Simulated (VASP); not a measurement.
# Cs3SiPt (P6/mmm) in VASP: notebook

The runs below take Cs3SiPt through single point, with PBE.

All numbers are computed with VASP 6.6.1; they aren't measurements. Logs are shortened: lines on timing, memory, paths and dates and some standing lists are left out, and cuts for length are marked.

## (1) The cell of the first run

It takes space group P6/mmm (No. 191, hexagonal). Conventional cell: a = 7.195 Å, b = 7.195 Å, c = 4.702 Å, α = 90.00°, β = 90.00°, γ = 120.00°. Within 4.7 Å of Cs (site symmetry mmm) lie 2 Pt at 3.60 Å and 4 Cs at 3.60 Å and 4 Si at 4.30 Å. Within 3.1 Å of Si (site symmetry 6/mmm) lie 2 Pt at 2.35 Å. Pt (site symmetry 6/mmm) has 2 Si at 2.35 Å within 3.1 Å.

## (2) Single point, PBE

INCAR

```
PREC = Accurate ; ENCUT = 520
EDIFF = 1E-7 ; ISMEAR = 0
SIGMA = 0.1 ; LREAL = False
LASPH = True ; NELM = 100
ALGO = Normal ; ISIF = 2
LWAVE = False ; LCHARG = False
GGA = PE ; NBANDS = 28
```

KPOINTS

```
regular mesh
0
Gamma
  3 3 4
```

POSCAR

```
Cs3SiPt
1.0
    7.1949423800      0.0000000000      0.0000000000
   -3.5974711900      6.2310028800      0.0000000000
    0.0000000000      0.0000000000      4.7018006900
Cs Si Pt
3 1 1
Direct
    0.5000000000      0.0000000000      0.0000000000
    0.0000000000      0.5000000000      0.0000000000
    0.5000000000      0.5000000000      0.0000000000
    0.0000000000      0.0000000000      0.5000000000
    0.0000000000      0.0000000000      0.0000000000
```

Potentials or basis: VASP PAW PBE potentials, release 64 (Cs_sv, Si, Pt).

Launch:

```
> cat potpaw_PBE.64/Cs_sv/POTCAR potpaw_PBE.64/Si/POTCAR potpaw_PBE.64/Pt/POTCAR > POTCAR
> mpirun -np 1 vasp_std > vasp.out
```

OUTCAR:

```text
PREC = Accurate
   ENCUT = 520
   EDIFF = 1E-7
   ISMEAR = 0
   LREAL = False
   LASPH = True
   NELM = 100
   ISIF = 2
   GGA = PE

 ion  position               nearest neighbor table
   1  0.500  0.000  0.000-
   2  0.000  0.500  0.000-
   3  0.500  0.500  0.000-
   4  0.000  0.000  0.500-   5 2.35   5 2.35
   5  0.000  0.000  0.000-   4 2.35   4 2.35

  LATTYP: Found a hexagonal cell.
 ALAT       =     7.1949423800
 C/A-ratio  =     0.6534869137

  Lattice vectors:

 A1 = (   7.1949423800,   0.0000000000,   0.0000000000)
 A2 = (  -3.5974711900,   6.2310028800,   0.0000000000)
 A3 = (   0.0000000000,   0.0000000000,   4.7018006900)

Analysis of symmetry for initial positions (statically):
=====================================================================
 Subroutine PRICEL returns:
 Original cell was already a primitive cell.

 Routine SETGRP: Setting up the symmetry group for a
 hexagonal supercell.

 Subroutine GETGRP returns: Found 24 space group operations
 (whereof 24 operations were pure point group operations)
 out of a pool of 24 trial point group operations.

The static configuration has the point symmetry D_6h.

Analysis of symmetry for dynamics (positions and initial velocities):
=====================================================================
 Subroutine PRICEL returns:
 Original cell was already a primitive cell.

 Routine SETGRP: Setting up the symmetry group for a
 hexagonal supercell.

 Subroutine GETGRP returns: Found 24 space group operations
 (whereof 24 operations were pure point group operations)
 out of a pool of 24 trial point group operations.

The dynamic configuration has the point symmetry D_6h.

 Subroutine INISYM returns: Found 24 space group operations
 (whereof 24 operations are pure point group operations),
 and found     1 'primitive' translations

----------------------------------------------------------------------------------------

                                     Primitive cell

  volume of cell :     210.7897

  direct lattice vectors                    reciprocal lattice vectors
     7.194942380  0.000000000  0.000000000     0.138986520  0.080243904  0.000000000
    -3.597471190  6.231002880  0.000000000     0.000000000  0.160487809  0.000000000
     0.000000000  0.000000000  4.701800690     0.000000000  0.000000000  0.212684473

  length of vectors
     7.194942380  7.194942380  4.701800690     0.160487809  0.160487809  0.212684473

  position of ions in fractional coordinates (direct lattice)
     0.500000000  0.000000000  0.000000000
     0.000000000  0.500000000  0.000000000
     0.500000000  0.500000000  0.000000000
     0.000000000  0.000000000  0.500000000
     0.000000000  0.000000000  0.000000000

  ion indices of the primitive-cell ions
   primitive index   ion index
                 1           1
                 2           2
                 3           3
                 4           4
                 5           5

----------------------------------------------------------------------------------------

 KPOINTS: regular mesh

Automatic generation of k-mesh.
 Grid dimensions read from file:
 generate k-points for:    3    3    4

 Generating k-lattice:

  Cartesian coordinates                     Fractional coordinates (reciprocal lattice)
     0.046328840  0.026747968  0.000000000     0.333333333  0.000000000  0.000000000
     0.000000000  0.053495936  0.000000000     0.000000000  0.333333333  0.000000000
     0.000000000  0.000000000  0.053171118     0.000000000  0.000000000  0.250000000

  Length of vectors
     0.053495936  0.053495936  0.053171118

  Shift w.r.t. Gamma in fractional coordinates (k-lattice)
     0.000000000  0.000000000  0.000000000

 Subroutine IBZKPT returns following result:
 ===========================================

 Found      9 irreducible k-points:

 Following reciprocal coordinates:
            Coordinates               Weight
  0.000000  0.000000  0.000000      1.000000
  0.333333  0.000000  0.000000      6.000000
  0.333333  0.333333  0.000000      2.000000
  0.000000  0.000000  0.250000      2.000000
  0.333333  0.000000  0.250000     12.000000
  0.333333  0.333333  0.250000      4.000000
  0.000000  0.000000  0.500000      1.000000
  0.333333  0.000000  0.500000      6.000000
  0.333333  0.333333  0.500000      2.000000
   k-points           NKPTS =      9   k-points in BZ     NKDIM =      9   number of bands    NBANDS=     28
   number of dos      NEDOS =    301   number of ions     NIONS =      5
   total plane-waves  NPLWV = 104976
   dimension x,y,z NGX =    54 NGY =   54 NGZ =   36
   dimension x,y,z NGXF=   108 NGYF=  108 NGZF=   72
   ions per type =               3   1   1
   NGX,Y,Z   is equivalent  to a cutoff of  12.48, 12.48, 12.73 a.u.
   NGXF,Y,Z  is equivalent  to a cutoff of  24.95, 24.95, 25.46 a.u.
 SYSTEM =  unknown system
   PREC   = accura    normal or accurate (medium, high low for compatibility)
   ISTART =      0    job   : 0-new  1-cont  2-samecut
   ICHARG =      2    charge: 1-file 2-atom 10-const
   ISPIN  =      1    spin polarized calculation?
   LNONCOLLINEAR =      F non collinear calculations
   LSORBIT =      F    spin-orbit coupling
   LASPH  =      T    aspherical Exc in radial PAW
   ENCUT  =  520.0 eV  38.22 Ry    6.18 a.u.  13.38 13.38  8.74*2*pi/ulx,y,z
   NELM   =    100;   NELMIN=  2; NELMDL= -5     # of ELM steps
   EDIFF  = 0.1E-06   stopping-criterion for ELM
   LREAL  =      F    real-space projection
   EDIFFG = 0.1E-05   stopping-criterion for IOM
   NSW    =      0    number of steps for IOM
   IBRION =     -1    ionic relax: 0-MD 1-quasi-New 2-CG
   NFREE  =      0    steps in history (QN), initial steepest desc. (CG)
   ISIF   =      2    stress and relaxation
   ISYM   =      2    0-nonsym 1-usesym 2-fastsym
   POTIM  = 0.5000    time-step for ionic-motion
   TEBEG  =    0.0;   TEEND  =   0.0 temperature during run
   PSTRESS=    0.0 pullay stress
   NELECT =      41.0000    total number of electrons
   NUPDOWN=      -1.0000    fix difference up-down
   EMIN   =  10.00;   EMAX   =-10.00  energy-range for DOS
   EFERMI =   0.00;   METHOD = LEGACY
   ISMEAR =     0;   SIGMA  =   0.10  broadening in eV -4-tet -1-fermi 0-gaus
   EFERMI_NEDOS =   21; number of points for ismear=-14 and -15
   IALGO  =     38    algorithm
   IMIX   =      4    mixing-type and parameters
     AMIX     =   0.40;   BMIX     =  1.00
     AMIX_MAG =   1.60;   BMIX_MAG =  1.00
  volume/ion in A,a.u.               =      42.16       284.50
  Fermi-wavevector in a.u.,A,eV,Ry     =   0.948534  1.792470 12.241392  0.899717
  Thomas-Fermi vector in A             =   2.076732
   LORBIT       =      0    0 simple, 1 ext, 2 COOP (PROOUT), +10 PAW based schemes
   GGA     = PE    functional components
   LHFCALC =     F    Hartree Fock is set to
   AEXX    =    0.0000 exact exchange contribution
   IVDW    =     0    specifies the selected vdW correction
   LEPSILON=     F    determine dielectric tensor
   LRPA    =     F    only Hartree local field effects (RPA)
 non-spin polarized calculation
 Gauss-broadening in eV      SIGMA  =   0.10
  energy-cutoff  :      520.00
  volume of cell :      210.79
 maximum number of plane-waves:      5718
 NGX is ok and might be reduce to    54
   NGX = 27   NGY = 27   NGZ = 17

 number of electron      40.9999996 magnetization

 Free energy of the ion-electron system (eV)
  ---------------------------------------------------
  ext. energy  EPLUGINS =         0.00000000
  ---------------------------------------------------
  free energy    TOTEN  =       -13.60159007 eV

  energy without entropy =      -13.56518641  energy(sigma->0) =      -13.58338824

 E-fermi :   3.2279     XC(G=0):  -8.0499

 val. band max:        3.2275099608   @ k =   0.3333   0.0000   0.5000
 cond. band min:       3.2461022555   @ k =   0.3333   0.0000   0.2500
 fundamental gap:      0.0185922947
 Fermi energy:         3.2278546132

 k-point     1 :       0.0000    0.0000    0.0000
  band No.  band energies     occupation
      1     -20.6612      2.00000
      2     -20.2470      2.00000
      3     -20.2470      2.00000
      4      -9.0614      2.00000
      5      -7.8381      2.00000
      6      -7.8381      2.00000
[... 20 lines left out ...]
     27       5.1748      0.00000
     28       5.6792      0.00000

 k-point     2 :       0.3333    0.0000    0.0000
  band No.  band energies     occupation
      1     -20.5785      2.00000
      2     -20.3405      2.00000
      3     -20.2476      2.00000
      4      -8.6756      2.00000
      5      -7.8142      2.00000
      6      -7.5095      2.00000
[... 20 lines left out ...]
     27       5.5367      0.00000
     28       5.7150      0.00000

 k-point     3 :       0.3333    0.3333    0.0000
  band No.  band energies     occupation
      1     -20.4619      2.00000
      2     -20.4619      2.00000
      3     -20.2486      2.00000
      4      -8.1120      2.00000
      5      -8.1120      2.00000
      6      -7.5798      2.00000
[... 20 lines left out ...]
     27       5.8429      0.00000
     28       5.8545      0.00000

 k-point     4 :       0.0000    0.0000    0.2500
  band No.  band energies     occupation
      1     -20.6529      2.00000
      2     -20.2401      2.00000
      3     -20.2401      2.00000
      4      -9.0390      2.00000
      5      -7.8161      2.00000
      6      -7.8161      2.00000
[... 20 lines left out ...]
     27       6.2396      0.00000
     28       6.2398      0.00000

 k-point     5 :       0.3333    0.0000    0.2500
  band No.  band energies     occupation
      1     -20.5705      2.00000
      2     -20.3333      2.00000
      3     -20.2406      2.00000
      4      -8.6543      2.00000
      5      -7.7865      2.00000
      6      -7.4899      2.00000
[... 20 lines left out ...]
     27       5.8949      0.00000
     28       6.2437      0.00000

 k-point     6 :       0.3333    0.3333    0.2500
  band No.  band energies     occupation
      1     -20.4542      2.00000
      2     -20.4542      2.00000
      3     -20.2416      2.00000
      4      -8.0933      2.00000
      5      -8.0933      2.00000
      6      -7.5355      2.00000
[... 20 lines left out ...]
     27       5.9030      0.00000
     28       5.9134      0.00000

 k-point     7 :       0.0000    0.0000    0.5000
  band No.  band energies     occupation
      1     -20.6446      2.00000
      2     -20.2332      2.00000
      3     -20.2332      2.00000
      4      -9.0163      2.00000
      5      -7.7938      2.00000
      6      -7.7938      2.00000
[... 20 lines left out ...]
     27       6.7124      0.00000
     28       6.7124      0.00000

 k-point     8 :       0.3333    0.0000    0.5000
  band No.  band energies     occupation
      1     -20.5625      2.00000
      2     -20.3260      2.00000
      3     -20.2337      2.00000
      4      -8.6326      2.00000
      5      -7.7591      2.00000
      6      -7.5786      2.00000
[... 20 lines left out ...]
     27       5.8683      0.00000
     28       6.1218      0.00000

 k-point     9 :       0.3333    0.3333    0.5000
  band No.  band energies     occupation
      1     -20.4466      2.00000
      2     -20.4466      2.00000
      3     -20.2347      2.00000
      4      -8.0740      2.00000
      5      -8.0740      2.00000
      6      -7.4918      2.00000
[... 20 lines left out ...]
     27       5.8491      0.00000
     28       5.8492      0.00000

------------------------ aborting loop because EDIFF is reached ----------------------------------------

  FORCE on cell =-STRESS in cart. coord.  units (eV):
  Direction    XX          YY          ZZ          XY          YZ          ZX
  --------------------------------------------------------------------------------------
  -------------------------------------------------------------------------------------
  Total        3.3705416      3.3705416     -2.6294875      0.0000000      0.0000000     -0.0000000
  in kB       25.6189182     25.6189182    -19.9862906      0.0000000      0.0000000     -0.0000000
  external PRESSURE =      10.4171820 kB  Pullay stress =       0.0000000 kB

 VOLUME and BASIS-vectors are now :
 -----------------------------------------------------------------------------
  energy-cutoff  :      520.00
  volume of cell :      210.79
      direct lattice vectors                 reciprocal lattice vectors
     7.194942380  0.000000000  0.000000000     0.138986520  0.080243904  0.000000000
    -3.597471190  6.231002880  0.000000000     0.000000000  0.160487809  0.000000000
     0.000000000  0.000000000  4.701800690     0.000000000  0.000000000  0.212684473

 POSITION                                       TOTAL-FORCE (eV/Angst)
 -----------------------------------------------------------------------------------
      3.59747      0.00000      0.00000         0.000000      0.000000      0.000000
     -1.79874      3.11550      0.00000         0.000000      0.000000      0.000000
      1.79874      3.11550      0.00000        -0.000000      0.000000      0.000000
      0.00000      0.00000      2.35090        -0.000000      0.000000      0.000000
      0.00000      0.00000      0.00000        -0.000000      0.000000      0.000000
 -----------------------------------------------------------------------------------
    total drift:                                0.000000     -0.000000      0.000000

  FREE ENERGIE OF THE ION-ELECTRON SYSTEM (eV)
  ---------------------------------------------------
  free  energy   TOTEN  =       -13.6015900669 eV

  energy  without entropy=      -13.5651864147  energy(sigma->0) =      -13.58338824
```

Run time: 37 s. Hardware: 1 thread of Intel Xeon 6975P-C (Granite Rapids), shared host; peak memory 0.33 GiB.

What came out:

| Quantity | Value |
| --- | --- |
| Free energy | -13.6016 eV |
| Pressure | 1.0 GPa |

Stress tensor (GPa, compression positive):
```
 2.56  0.00  0.00
 0.00  2.56  0.00
 0.00  0.00 -2.00
```

Caveat: spin-orbit coupling is left out, which moves the levels of the heavy elements.

## (3) Single point, PBE

This run uses another cell than the first one, of 47.90 Å³/atom, 1.136 times its volume.

INCAR

```
SYSTEM = Cs3SiPt
ALGO     = Fast           ! electronic algorithm
EDIFF    = 1E-6           ! SCF threshold, eV
ENCUT    = 520            ! plane-wave cutoff, eV
GGA      = PE             ! functional
ISIF     = 2              ! what is computed and relaxed
ISMEAR   = 0              ! smearing method
LASPH    = .True.         ! aspherical terms in the spheres
LCHARG   = .True.         ! write CHGCAR
LELF     = .True.         ! ELF
LREAL    = .False.        ! projectors in reciprocal space
LVHAR    = .True.       
LWAVE    = .False.        ! write WAVECAR
NBANDS   = 28             ! bands
NELM     = 100            ! most SCF steps
PREC     = Accurate       ! precision mode
SIGMA    = 0.1            ! smearing width, eV
```

KPOINTS

```
k-points
0
Gamma
  3 3 4
  0 0 0
```

Changes to POSCAR since step 2:

```diff
@@ -2,5 +2,5 @@
 1.0
-    7.1949423800      0.0000000000      0.0000000000
-   -3.5974711900      6.2310028800      0.0000000000
-    0.0000000000      0.0000000000      4.7018006900
+    7.7590676721      0.0000000000      0.0000000000
+   -3.8795338361      6.7195497138      0.0000000000
+    0.0000000000      0.0000000000      4.5933893432
 Cs Si Pt
```

Potentials or basis: VASP PAW PBE potentials, release 64 (Cs_sv, Si, Pt).

Launch:

```
> cat potpaw_PBE.64/Cs_sv/POTCAR potpaw_PBE.64/Si/POTCAR potpaw_PBE.64/Pt/POTCAR > POTCAR
> mpirun -np 1 vasp_std > vasp.out
```

Wall time 45 s (1 thread of Intel Xeon 6975P-C (Granite Rapids), shared host); peak memory 0.36 GiB.

The run converged. Its results:

```
Free energy : -13.8788 eV
Pressure    : 0.1 GPa
```

Stress tensor (GPa, compression positive):
```
 0.13  0.00  0.00
 0.00  0.13  0.00
 0.00  0.00 -0.01
```

Levels at points of the mesh, in eV from the Fermi level:
```
           k point  band 18  band 19  band 20  band 21  band 22  band 23
(0.00, 0.00, 0.00)    -2.07    -1.00    -0.64    -0.64    -0.03     0.84
(0.00, 0.00, 0.50)    -2.00    -2.00    -0.31     0.19     0.78     0.78
```

Caveat: spin-orbit coupling is left out, which moves the levels of the heavy elements.
